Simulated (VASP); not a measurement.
# Pd (Im-3m) in VASP: settings compared

Aim: see how the results for Pd move with the level of theory and the settings. Levels: LDA, PBEsol, BLYP+D3(BJ). Tasks: single point, relaxation of cell and atoms.

All numbers are computed with VASP 6.6.1; they aren't measurements. Logs are shortened: lines on timing, memory, paths and dates and some standing lists are left out, and cuts for length are marked.

## (1) The cell of the first run

It takes space group Im-3m (No. 229, cubic). Conventional cell: a = 3.055 Å, b = 3.055 Å, c = 3.055 Å, α = 90.00°, β = 90.00°, γ = 90.00°. Within 3.5 Å of Pd (site symmetry m-3m) lie 14 Pd at 2.65 to 3.05 Å.

## (2) Single point, LDA

Contents of INCAR:

```
PREC = Accurate
ENCUT = 520
EDIFF = 1E-6
ISMEAR = 0
SIGMA = 0.01
LREAL = False
LASPH = True
NELM = 60
ALGO = Normal
ISIF = 2
LWAVE = False
LCHARG = False
GGA = CA
NBANDS = 11
```

Contents of KPOINTS:

```
Automatic mesh
0
Gamma
  13 13 13
```

Contents of POSCAR:

```
Pd
1.0
   -1.5274485295      1.5274485295      1.5274485295
    1.5274485295     -1.5274485295      1.5274485295
    1.5274485295      1.5274485295     -1.5274485295
Pd
1
Direct
    0.0000000000      0.0000000000      0.0000000000
```

Potentials or basis: VASP PAW LDA potentials, release 64 (Pd).

Run with:

```console
> cat potpaw_LDA.64/Pd/POTCAR > POTCAR
> mpirun -np 1 vasp_std > vasp.out
```

OUTCAR:

```text
PREC = Accurate
   ENCUT = 520
   EDIFF = 1E-6
   ISMEAR = 0
   LREAL = False
   LASPH = True
   NELM = 60
   ISIF = 2
   GGA = CA

 ion  position               nearest neighbor table
   1  0.000  0.000  0.000-

  LATTYP: Found a body centered cubic cell.
 ALAT       =     3.0548970590

  Lattice vectors:

 A1 = (  -1.5274485295,   1.5274485295,   1.5274485295)
 A2 = (   1.5274485295,  -1.5274485295,   1.5274485295)
 A3 = (   1.5274485295,   1.5274485295,  -1.5274485295)

Analysis of symmetry for initial positions (statically):
=====================================================================
 Subroutine PRICEL returns:
 Original cell was already a primitive cell.

 Routine SETGRP: Setting up the symmetry group for a
 body centered cubic supercell.

 Subroutine GETGRP returns: Found 48 space group operations
 (whereof 48 operations were pure point group operations)
 out of a pool of 48 trial point group operations.

The static configuration has the point symmetry O_h .

Analysis of symmetry for dynamics (positions and initial velocities):
=====================================================================
 Subroutine PRICEL returns:
 Original cell was already a primitive cell.

 Routine SETGRP: Setting up the symmetry group for a
 body centered cubic supercell.

 Subroutine GETGRP returns: Found 48 space group operations
 (whereof 48 operations were pure point group operations)
 out of a pool of 48 trial point group operations.

The dynamic configuration has the point symmetry O_h .

 Subroutine INISYM returns: Found 48 space group operations
 (whereof 48 operations are pure point group operations),
 and found     1 'primitive' translations

----------------------------------------------------------------------------------------

                                     Primitive cell

  volume of cell :      14.2548

  direct lattice vectors                    reciprocal lattice vectors
    -1.527448529  1.527448529  1.527448529     0.000000000  0.327343272  0.327343272
     1.527448529 -1.527448529  1.527448529     0.327343272  0.000000000  0.327343272
     1.527448529  1.527448529 -1.527448529     0.327343272  0.327343272  0.000000000

  length of vectors
     2.645618459  2.645618459  2.645618459     0.462933295  0.462933295  0.462933295

  position of ions in fractional coordinates (direct lattice)
     0.000000000  0.000000000  0.000000000

  ion indices of the primitive-cell ions
   primitive index   ion index
                 1           1

----------------------------------------------------------------------------------------

 KPOINTS: Automatic mesh

Automatic generation of k-mesh.
 Grid dimensions read from file:
 generate k-points for:   13   13   13

 Generating k-lattice:

  Cartesian coordinates                     Fractional coordinates (reciprocal lattice)
     0.000000000  0.025180252  0.025180252     0.076923077  0.000000000  0.000000000
     0.025180252  0.000000000  0.025180252     0.000000000  0.076923077  0.000000000
     0.025180252  0.025180252  0.000000000     0.000000000  0.000000000  0.076923077

  Length of vectors
     0.035610253  0.035610253  0.035610253

  Shift w.r.t. Gamma in fractional coordinates (k-lattice)
     0.000000000  0.000000000  0.000000000

 Subroutine IBZKPT returns following result:
 ===========================================

 Found     84 irreducible k-points:

 Following reciprocal coordinates:
            Coordinates               Weight
  0.000000  0.000000  0.000000      1.000000
  0.076923  0.000000  0.000000     12.000000
  0.153846  0.000000  0.000000     12.000000
  0.230769  0.000000  0.000000     12.000000
  0.307692  0.000000  0.000000     12.000000
  0.384615  0.000000  0.000000     12.000000
[... 16 lines left out ...]
  0.153846  0.076923  0.076923     24.000000
  0.230769  0.076923  0.076923     24.000000
 [... further k-points ...]
   k-points           NKPTS =     84   k-points in BZ     NKDIM =     84   number of bands    NBANDS=     11
   number of dos      NEDOS =    301   number of ions     NIONS =      1
   total plane-waves  NPLWV =   8000
   dimension x,y,z NGX =    20 NGY =   20 NGZ =   20
   dimension x,y,z NGXF=    40 NGYF=   40 NGZF=   40
   ions per type =               1
   NGX,Y,Z   is equivalent  to a cutoff of  12.57, 12.57, 12.57 a.u.
   NGXF,Y,Z  is equivalent  to a cutoff of  25.14, 25.14, 25.14 a.u.
 SYSTEM =  unknown system
   PREC   = accura    normal or accurate (medium, high low for compatibility)
   ISTART =      0    job   : 0-new  1-cont  2-samecut
   ICHARG =      2    charge: 1-file 2-atom 10-const
   ISPIN  =      1    spin polarized calculation?
   LNONCOLLINEAR =      F non collinear calculations
   LSORBIT =      F    spin-orbit coupling
   LASPH  =      T    aspherical Exc in radial PAW
   ENCUT  =  520.0 eV  38.22 Ry    6.18 a.u.   4.92  4.92  4.92*2*pi/ulx,y,z
   NELM   =     60;   NELMIN=  2; NELMDL= -5     # of ELM steps
   EDIFF  = 0.1E-05   stopping-criterion for ELM
   LREAL  =      F    real-space projection
   EDIFFG = 0.1E-04   stopping-criterion for IOM
   NSW    =      0    number of steps for IOM
   IBRION =     -1    ionic relax: 0-MD 1-quasi-New 2-CG
   NFREE  =      0    steps in history (QN), initial steepest desc. (CG)
   ISIF   =      2    stress and relaxation
   ISYM   =      2    0-nonsym 1-usesym 2-fastsym
   POTIM  = 0.5000    time-step for ionic-motion
   TEBEG  =    0.0;   TEEND  =   0.0 temperature during run
   PSTRESS=    0.0 pullay stress
   NELECT =      10.0000    total number of electrons
   NUPDOWN=      -1.0000    fix difference up-down
   EMIN   =  10.00;   EMAX   =-10.00  energy-range for DOS
   EFERMI =   0.00;   METHOD = LEGACY
   ISMEAR =     0;   SIGMA  =   0.01  broadening in eV -4-tet -1-fermi 0-gaus
   EFERMI_NEDOS =   21; number of points for ismear=-14 and -15
   IALGO  =     38    algorithm
   IMIX   =      4    mixing-type and parameters
     AMIX     =   0.40;   BMIX     =  1.00
     AMIX_MAG =   1.60;   BMIX_MAG =  1.00
  volume/ion in A,a.u.               =      14.25        96.20
  Fermi-wavevector in a.u.,A,eV,Ry     =   1.454638  2.748867 28.789541  2.115972
  Thomas-Fermi vector in A             =   2.571765
   LORBIT       =      0    0 simple, 1 ext, 2 COOP (PROOUT), +10 PAW based schemes
   GGA     = CA    functional components
   LHFCALC =     F    Hartree Fock is set to
   AEXX    =    0.0000 exact exchange contribution
   IVDW    =     0    specifies the selected vdW correction
   LEPSILON=     F    determine dielectric tensor
   LRPA    =     F    only Hartree local field effects (RPA)
 non-spin polarized calculation
 Gauss-broadening in eV      SIGMA  =   0.01
  energy-cutoff  :      520.00
  volume of cell :       14.25
 maximum number of plane-waves:       395
   NGX =  9   NGY =  9   NGZ =  9

 number of electron      10.0000000 magnetization

 number of electron       9.9999995 magnetization

 Free energy of the ion-electron system (eV)
  ---------------------------------------------------
  ext. energy  EPLUGINS =         0.00000000
  ---------------------------------------------------
  free energy    TOTEN  =        -6.43749549 eV

  energy without entropy =       -6.43739180  energy(sigma->0) =       -6.43744365

 E-fermi :  10.2076     XC(G=0): -13.7222

 val. band max:       10.1968818534   @ k =  -0.3846   0.3846   0.0769
 cond. band min:      10.2128293412   @ k =  -0.3846   0.4615   0.3077
 fundamental gap:      0.0159474878
 Fermi energy:        10.2075554249

 k-point     1 :       0.0000    0.0000    0.0000
  band No.  band energies     occupation
      1       2.6885      2.00000
      2       7.0284      2.00000
      3       7.0284      2.00000
      4       7.0284      2.00000
      5       9.1827      2.00000
      6       9.1827      2.00000
      7      29.5622      0.00000
      8      29.5622      0.00000
      9      29.5622      0.00000
     10      35.9893      0.00000
     11      38.6213      0.00000

 k-point     2 :       0.0769    0.0000    0.0000
  band No.  band energies     occupation
      1       2.9221      2.00000
      2       6.9458      2.00000
      3       7.0306      2.00000
      4       7.2005      2.00000
      5       9.0857      2.00000
      6       9.1888      2.00000
      7      29.4828      0.00000
      8      29.6073      0.00000
      9      29.8608      0.00000
     10      35.9636      0.00000
     11      36.7366      0.00000

 k-point     3 :       0.1538    0.0000    0.0000
  band No.  band energies     occupation
      1       3.5663      2.00000
      2       6.7236      2.00000
      3       7.0359      2.00000
      4       7.6977      2.00000
      5       8.8992      2.00000
      6       9.2111      2.00000
      7      28.7506      0.00000
      8      29.3990      0.00000
      9      30.7009      0.00000
     10      35.3537      0.00000
     11      35.5870      0.00000

 k-point     4 :       0.2308    0.0000    0.0000
  band No.  band energies     occupation
      1       4.3631      2.00000
      2       6.4255      2.00000
      3       7.1959      2.00000
      4       8.4593      2.00000
      5       8.8189      2.00000
      6       9.2563      2.00000
      7      26.6661      0.00000
      8      28.4168      0.00000
      9      31.9213      0.00000
     10      34.0888      0.00000
     11      35.1457      0.00000
[... 239 lines left out ...]
 k-point    22 :       0.0769    0.0769    0.0769
  band No.  band energies     occupation
      1       3.9679      2.00000
      2       6.6751      2.00000
      3       6.6751      2.00000
      4       8.2807      2.00000
      5       9.0551      2.00000
      6       9.0551      2.00000
      7      28.6682      0.00000
      8      28.6682      0.00000
      9      30.6812      0.00000
     10      32.8566      0.00000
     11      36.0586      0.00000

 k-point    23 :       0.1538    0.0769    0.0769
  band No.  band energies     occupation
      1       4.7691      2.00000
      2       6.3655      2.00000
      3       6.6023      2.00000
      4       8.9596      2.00000
      5       9.1935      2.00000
      6       9.2785      2.00000
      7      26.7558      0.00000
      8      27.6368      0.00000
      9      30.1363      0.00000
     10      31.6774      0.00000
     11      36.0287      0.00000

 k-point    24 :       0.2308    0.0769    0.0769
  band No.  band energies     occupation
      1       5.1674      2.00000
      2       6.0827      2.00000
      3       7.1221      2.00000
      4       8.9948      2.00000
      5       9.3124      2.00000
      6      10.5333      0.00000
      7      23.8865      0.00000
      8      26.4444      0.00000
      9      28.3651      0.00000
     10      33.0073      0.00000
     11      36.0006      0.00000

 [... further k-points ...]

------------------------ aborting loop because EDIFF is reached ----------------------------------------

  FORCE on cell =-STRESS in cart. coord.  units (eV):
  Direction    XX          YY          ZZ          XY          YZ          ZX
  --------------------------------------------------------------------------------------
  -------------------------------------------------------------------------------------
  Total        0.0214917      0.0214917      0.0214917      0.0000000      0.0000000      0.0000000
  in kB        2.4155765      2.4155765      2.4155765      0.0000000      0.0000000      0.0000000
  external PRESSURE =       2.4155765 kB  Pullay stress =       0.0000000 kB

 VOLUME and BASIS-vectors are now :
 -----------------------------------------------------------------------------
  energy-cutoff  :      520.00
  volume of cell :       14.25
      direct lattice vectors                 reciprocal lattice vectors
    -1.527448529  1.527448529  1.527448529     0.000000000  0.327343272  0.327343272
     1.527448529 -1.527448529  1.527448529     0.327343272  0.000000000  0.327343272
     1.527448529  1.527448529 -1.527448529     0.327343272  0.327343272  0.000000000

 POSITION                                       TOTAL-FORCE (eV/Angst)
 -----------------------------------------------------------------------------------
      0.00000      0.00000      0.00000         0.000000      0.000000      0.000000
 -----------------------------------------------------------------------------------
    total drift:                                0.000000     -0.000000      0.000000

  FREE ENERGIE OF THE ION-ELECTRON SYSTEM (eV)
  ---------------------------------------------------
  free  energy   TOTEN  =        -6.4374954948 eV

  energy  without entropy=       -6.4373918010  energy(sigma->0) =       -6.43744365
```

Wall time 6.7 s (1 thread of Intel Xeon 6975P-C, shared host); peak memory 0.13 GiB.

Results:

- Free energy: -6.4375 eV
- Pressure: 0.2 GPa
- Band gap on the k mesh: zero (band 5 reaches 10.78 eV, above the bottom of band 6 at 9.06 eV)

(Part 1 of 2 ends here.)
